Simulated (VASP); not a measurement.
# Mo (P6_3/mmc) in VASP: notebook

Runs on Mo. Level: r2SCAN. Tasks: single point.

Program: VASP 6.6.1. These are calculated values, not measurements. Logs are shortened: lines on timing, memory, paths and dates and some standing lists are left out, and cuts for length are marked.

### 1 The cell of the first run

The structure is hexagonal, space group P6_3/mmc (No. 194). Conventional cell: a = 2.685 Å, b = 2.685 Å, c = 4.781 Å, α = 90.00°, β = 90.00°, γ = 120.00°. Within 3.5 Å of Mo (site symmetry -6m2) lie 12 Mo at 2.69 to 2.85 Å.

### 2 Single point, r2SCAN

File POSCAR:

```
Mo
1.0
    2.6854261159      0.0000000000      0.0000000000
   -1.3427130580      2.3256472364      0.0000000000
    0.0000000000      0.0000000000      4.7814648318
Mo
2
Direct
    0.3333333333      0.6666666667      0.2500000000
    0.6666666667      0.3333333333      0.7500000000
```

File INCAR.step1:

```
SYSTEM = Mo
PREC = Accurate ; ENCUT = 520
ISMEAR = -1 ; SIGMA = 0.1
LREAL = .FALSE. ; LASPH = .TRUE.
NELM = 60 ; NBANDS = 21
GGA = PE ; ALGO = Normal
EDIFF = 1E-4 ; LWAVE = .TRUE.
LCHARG = .FALSE.
```

File INCAR.step2:

```
SYSTEM = Mo
PREC = Accurate ; ENCUT = 520
EDIFF = 1E-6 ; ISMEAR = -1
SIGMA = 0.1 ; LREAL = .FALSE.
LASPH = .TRUE. ; NELM = 60
ALGO = Normal ; ISIF = 2
LWAVE = .FALSE. ; LCHARG = .FALSE.
METAGGA = R2SCAN ; LMIXTAU = .TRUE.
NBANDS = 21 ; ISTART = 1
```

File KPOINTS:

```
Automatic mesh
0
G
  7 7 4
  0 0 0
```

Potentials or basis: VASP PAW PBE potentials, release 64 (Mo_sv).

Run with:

```
$ cat potpaw_PBE.64/Mo_sv/POTCAR > POTCAR
$ cp INCAR.step1 INCAR
$ mpirun -np 1 vasp_std > vasp.out
$ cp INCAR.step2 INCAR
$ mpirun -np 1 vasp_std > vasp.out
```

OUTCAR:

```text
SYSTEM = Mo
   PREC = Accurate
   ENCUT = 520
   EDIFF = 1E-6
   ISMEAR = -1
   LREAL = .FALSE.
   LASPH = .TRUE.
   NELM = 60
   ISIF = 2
   METAGGA = R2SCAN
   ISTART = 1

 ion  position               nearest neighbor table
   1  0.333  0.667  0.250-   2 2.85   2 2.85   2 2.85   2 2.85   2 2.85   2 2.85
   2  0.667  0.333  0.750-   1 2.85   1 2.85   1 2.85   1 2.85   1 2.85   1 2.85

  LATTYP: Found a hexagonal cell.
 ALAT       =     2.6854261159
 C/A-ratio  =     1.7805236955

  Lattice vectors:

 A1 = (   2.6854261159,   0.0000000000,   0.0000000000)
 A2 = (  -1.3427130580,   2.3256472364,   0.0000000000)
 A3 = (   0.0000000000,   0.0000000000,   4.7814648318)

Analysis of symmetry for initial positions (statically):
=====================================================================
 Subroutine PRICEL returns:
 Original cell was already a primitive cell.

 Routine SETGRP: Setting up the symmetry group for a
 hexagonal supercell.

 Subroutine GETGRP returns: Found 24 space group operations
 (whereof 12 operations were pure point group operations)
 out of a pool of 24 trial point group operations.

The static configuration has the point symmetry D_3d.
 The point group associated with its full space group is D_6h.

Analysis of symmetry for dynamics (positions and initial velocities):
=====================================================================
 Subroutine PRICEL returns:
 Original cell was already a primitive cell.

 Routine SETGRP: Setting up the symmetry group for a
 hexagonal supercell.

 Subroutine GETGRP returns: Found 24 space group operations
 (whereof 12 operations were pure point group operations)
 out of a pool of 24 trial point group operations.

The dynamic configuration has the point symmetry D_3d.
 The point group associated with its full space group is D_6h.

 Subroutine INISYM returns: Found 24 space group operations
 (whereof 12 operations are pure point group operations),
 and found     1 'primitive' translations

----------------------------------------------------------------------------------------

                                     Primitive cell

  volume of cell :      29.8619

  direct lattice vectors                    reciprocal lattice vectors
     2.685426116  0.000000000  0.000000000     0.372380381  0.214993913  0.000000000
    -1.342713058  2.325647236  0.000000000     0.000000000  0.429987826  0.000000000
     0.000000000  0.000000000  4.781464832     0.000000000  0.000000000  0.209140930

  length of vectors
     2.685426116  2.685426116  4.781464832     0.429987826  0.429987826  0.209140930

  position of ions in fractional coordinates (direct lattice)
     0.333333333  0.666666667  0.250000000
     0.666666667  0.333333333  0.750000000

  ion indices of the primitive-cell ions
   primitive index   ion index
                 1           1
                 2           2

----------------------------------------------------------------------------------------

 KPOINTS: Automatic mesh

Automatic generation of k-mesh.
 Grid dimensions read from file:
 generate k-points for:    7    7    4

 Generating k-lattice:

  Cartesian coordinates                     Fractional coordinates (reciprocal lattice)
     0.053197197  0.030713416  0.000000000     0.142857143  0.000000000  0.000000000
     0.000000000  0.061426832  0.000000000     0.000000000  0.142857143  0.000000000
     0.000000000  0.000000000  0.052285232     0.000000000  0.000000000  0.250000000

  Length of vectors
     0.061426832  0.061426832  0.052285232

  Shift w.r.t. Gamma in fractional coordinates (k-lattice)
     0.000000000  0.000000000  0.000000000

 Subroutine IBZKPT returns following result:
 ===========================================

 Found     24 irreducible k-points:

 Following reciprocal coordinates:
            Coordinates               Weight
  0.000000  0.000000  0.000000      1.000000
  0.142857 -0.000000  0.000000      6.000000
  0.285714  0.000000  0.000000      6.000000
  0.428571 -0.000000  0.000000      6.000000
  0.142857  0.142857  0.000000      6.000000
  0.285714  0.142857  0.000000     12.000000
[... 16 lines left out ...]
  0.428571  0.142857  0.500000      6.000000
  0.285714  0.285714  0.500000      6.000000
   k-points           NKPTS =     24   k-points in BZ     NKDIM =     24   number of bands    NBANDS=     21
   number of dos      NEDOS =    301   number of ions     NIONS =      2
   total plane-waves  NPLWV =  14400
   dimension x,y,z NGX =    20 NGY =   20 NGZ =   36
   dimension x,y,z NGXF=    40 NGYF=   40 NGZF=   72
   ions per type =               2
   NGX,Y,Z   is equivalent  to a cutoff of  12.38, 12.38, 12.52 a.u.
   NGXF,Y,Z  is equivalent  to a cutoff of  24.76, 24.76, 25.03 a.u.
 SYSTEM =  Mo
   PREC   = accura    normal or accurate (medium, high low for compatibility)
   ISTART =      1    job   : 0-new  1-cont  2-samecut
   ICHARG =      0    charge: 1-file 2-atom 10-const
   ISPIN  =      1    spin polarized calculation?
   LNONCOLLINEAR =      F non collinear calculations
   LSORBIT =      F    spin-orbit coupling
   LASPH  =      T    aspherical Exc in radial PAW
   ENCUT  =  520.0 eV  38.22 Ry    6.18 a.u.   4.99  4.99  8.89*2*pi/ulx,y,z
   NELM   =     60;   NELMIN=  2; NELMDL=  0     # of ELM steps
   EDIFF  = 0.1E-05   stopping-criterion for ELM
   LREAL  =      F    real-space projection
   EDIFFG = 0.1E-04   stopping-criterion for IOM
   NSW    =      0    number of steps for IOM
   IBRION =     -1    ionic relax: 0-MD 1-quasi-New 2-CG
   NFREE  =      0    steps in history (QN), initial steepest desc. (CG)
   ISIF   =      2    stress and relaxation
   ISYM   =      2    0-nonsym 1-usesym 2-fastsym
   POTIM  = 0.5000    time-step for ionic-motion
   TEBEG  =    0.0;   TEEND  =   0.0 temperature during run
   PSTRESS=    0.0 pullay stress
   NELECT =      28.0000    total number of electrons
   NUPDOWN=      -1.0000    fix difference up-down
   EMIN   =  10.00;   EMAX   =-10.00  energy-range for DOS
   EFERMI =   0.00;   METHOD = LEGACY
   ISMEAR =    -1;   SIGMA  =   0.10  broadening in eV -4-tet -1-fermi 0-gaus
   EFERMI_NEDOS =   21; number of points for ismear=-14 and -15
   IALGO  =     38    algorithm
   IMIX   =      4    mixing-type and parameters
     AMIX     =   0.40;   BMIX     =  1.00
     AMIX_MAG =   1.60;   BMIX_MAG =  1.00
  volume/ion in A,a.u.               =      14.93       100.76
  Fermi-wavevector in a.u.,A,eV,Ry     =   1.602341  3.027985 34.932896  2.567495
  Thomas-Fermi vector in A             =   2.699177
   LORBIT       =      0    0 simple, 1 ext, 2 COOP (PROOUT), +10 PAW based schemes
   METAGGA = R2SCAN    functional components
   LHFCALC =     F    Hartree Fock is set to
   AEXX    =    0.0000 exact exchange contribution
   IVDW    =     0    specifies the selected vdW correction
   LEPSILON=     F    determine dielectric tensor
   LRPA    =     F    only Hartree local field effects (RPA)
 non-spin polarized calculation
  energy-cutoff  :      520.00
  volume of cell :       29.86
 maximum number of plane-waves:       816
 NGX is ok and might be reduce to    20
   NGX =  9   NGY =  9   NGZ = 17

 number of electron      28.0000008 magnetization

 Free energy of the ion-electron system (eV)
  ---------------------------------------------------
  ext. energy  EPLUGINS =         0.00000000
  ---------------------------------------------------
  free energy    TOTEN  =       -51.04242987 eV

  energy without entropy =      -50.95363919  energy(sigma->0) =      -50.99803453

 E-fermi :  12.9437     XC(G=0): -14.9002

 val. band max:       12.9125939708   @ k =   0.4286  -0.0000   0.2500
 cond. band min:      12.9759339310   @ k =   0.1429  -0.0000   0.5000
 fundamental gap:      0.0633399602
 Fermi energy:        12.9436569710

 k-point     1 :       0.0000    0.0000    0.0000
  band No.  band energies     occupation
      1     -49.8201      2.00000
      2     -49.5867      2.00000
      3     -23.8087      2.00000
      4     -22.3796      2.00000
      5     -22.2039      2.00000
      6     -22.2039      2.00000
[... 13 lines left out ...]
     20      16.9443      0.00000
     21      24.1830      0.00000

 k-point     2 :       0.1429   -0.0000    0.0000
  band No.  band energies     occupation
      1     -49.7547      2.00000
      2     -49.5410      2.00000
      3     -23.6984      2.00000
      4     -22.5435      2.00000
      5     -22.4066      2.00000
      6     -22.3930      2.00000
[... 13 lines left out ...]
     20      19.2119      0.00000
     21      24.0197      0.00000

 k-point     3 :       0.2857    0.0000    0.0000
  band No.  band energies     occupation
      1     -49.6003      2.00000
      2     -49.4414      2.00000
      3     -23.4176      2.00000
      4     -23.2838      2.00000
      5     -23.1196      2.00000
      6     -22.4866      2.00000
[... 13 lines left out ...]
     20      22.3849      0.00000
     21      23.4798      0.00000

 k-point     4 :       0.4286   -0.0000    0.0000
  band No.  band energies     occupation
      1     -49.4620      2.00000
      2     -49.3715      2.00000
      3     -23.8532      2.00000
      4     -23.6549      2.00000
      5     -23.1173      2.00000
      6     -22.6327      2.00000
[... 13 lines left out ...]
     20      22.5521      0.00000
     21      24.6422      0.00000

 k-point     5 :       0.1429    0.1429    0.0000
  band No.  band energies     occupation
      1     -49.6445      2.00000
      2     -49.4684      2.00000
      3     -23.5020      2.00000
      4     -22.9839      2.00000
      5     -22.9484      2.00000
      6     -22.4450      2.00000
[... 13 lines left out ...]
     20      21.7786      0.00000
     21      23.7079      0.00000

 k-point     6 :       0.2857    0.1429    0.0000
  band No.  band energies     occupation
      1     -49.4956      2.00000
      2     -49.3849      2.00000
      3     -23.5733      2.00000
      4     -23.4353      2.00000
      5     -23.1997      2.00000
      6     -22.7268      2.00000
[... 13 lines left out ...]
     20      24.0010      0.00000
     21      24.7577      0.00000

 k-point     7 :       0.4286    0.1429    0.0000
  band No.  band energies     occupation
      1     -49.4181      2.00000
      2     -49.3574      2.00000
      3     -23.8326      2.00000
      4     -23.6340      2.00000
      5     -23.0014      2.00000
      6     -22.8609      2.00000
[... 13 lines left out ...]
     20      22.7089      0.00000
     21      25.7410      0.00000
[... 291 lines left out ...]
      1     -49.4168      2.00000
      2     -49.4168      2.00000
      3     -23.8635      2.00000
      4     -23.8635      2.00000
      5     -22.7251      2.00000
      6     -22.7251      2.00000
[... 13 lines left out ...]
     20      17.8977      0.00000
     21      26.2636      0.00000

 k-point    21 :       0.1429    0.1429    0.5000
  band No.  band energies     occupation
      1     -49.5571      2.00000
      2     -49.5571      2.00000
      3     -23.2176      2.00000
      4     -23.2176      2.00000
      5     -22.7182      2.00000
      6     -22.7182      2.00000
[... 13 lines left out ...]
     20      16.6700      0.00000
     21      28.5500      0.00000

 k-point    22 :       0.2857    0.1429    0.5000
  band No.  band energies     occupation
      1     -49.4404      2.00000
      2     -49.4404      2.00000
      3     -23.6246      2.00000
      4     -23.6246      2.00000
      5     -22.7972      2.00000
      6     -22.7972      2.00000
[... 13 lines left out ...]
     20      18.7406      0.00000
     21      27.7869      0.00000

 k-point    23 :       0.4286    0.1429    0.5000
  band No.  band energies     occupation
      1     -49.3877      2.00000
      2     -49.3877      2.00000
      3     -23.8359      2.00000
      4     -23.8359      2.00000
      5     -22.8476      2.00000
      6     -22.8476      2.00000
[... 13 lines left out ...]
     20      20.7873      0.00000
     21      26.1402      0.00000

 k-point    24 :       0.2857    0.2857    0.5000
  band No.  band energies     occupation
      1     -49.3749      2.00000
      2     -49.3749      2.00000
      3     -23.6236      2.00000
      4     -23.6236      2.00000
      5     -23.1479      2.00000
      6     -23.1479      2.00000
[... 13 lines left out ...]
     20      22.3709      0.00000
     21      26.7106      0.00000

------------------------ aborting loop because EDIFF is reached ----------------------------------------

  FORCE on cell =-STRESS in cart. coord.  units (eV):
  Direction    XX          YY          ZZ          XY          YZ          ZX
  --------------------------------------------------------------------------------------
  -------------------------------------------------------------------------------------
  Total        3.9912102      3.9912102      3.9466532     -0.0000000      0.0000000      0.0000000
  in kB      214.1396913    214.1396913    211.7490832     -0.0000000      0.0000000      0.0000000
  external PRESSURE =     213.3428219 kB  Pullay stress =       0.0000000 kB

 VOLUME and BASIS-vectors are now :
 -----------------------------------------------------------------------------
  energy-cutoff  :      520.00
  volume of cell :       29.86
      direct lattice vectors                 reciprocal lattice vectors
     2.685426116  0.000000000  0.000000000     0.372380381  0.214993913  0.000000000
    -1.342713058  2.325647236  0.000000000     0.000000000  0.429987826  0.000000000
     0.000000000  0.000000000  4.781464832     0.000000000  0.000000000  0.209140930

 POSITION                                       TOTAL-FORCE (eV/Angst)
 -----------------------------------------------------------------------------------
     -0.00000      1.55043      1.19537         0.000000     -0.000000      0.000000
      1.34271      0.77522      3.58610        -0.000000      0.000000      0.000000
 -----------------------------------------------------------------------------------
    total drift:                               -0.000000      0.000000     -0.000000

  FREE ENERGIE OF THE ION-ELECTRON SYSTEM (eV)
  ---------------------------------------------------
  free  energy   TOTEN  =       -51.0424298741 eV

  energy  without entropy=      -50.9536391861  energy(sigma->0) =      -50.99803453
```

Wall time 44 s (1 thread of AMD EPYC 9R45 (Zen 5), shared host); peak memory 0.11 GiB.

What came out:

* Free energy: -51.0424 eV
* Pressure: 21.3 GPa
* Band gap on the k mesh: zero (band 14 reaches 14.50 eV, above the bottom of band 15 at 12.26 eV)

Stress tensor (GPa, compression positive):
```
21.41  0.00  0.00
 0.00 21.41  0.00
 0.00  0.00 21.17
```

Caveat: the k points lie up to 0.39 Å⁻¹ apart; the PAW data sets were made with another functional, which shifts forces and pressure a little.

(Part 1 of 2 ends here.)
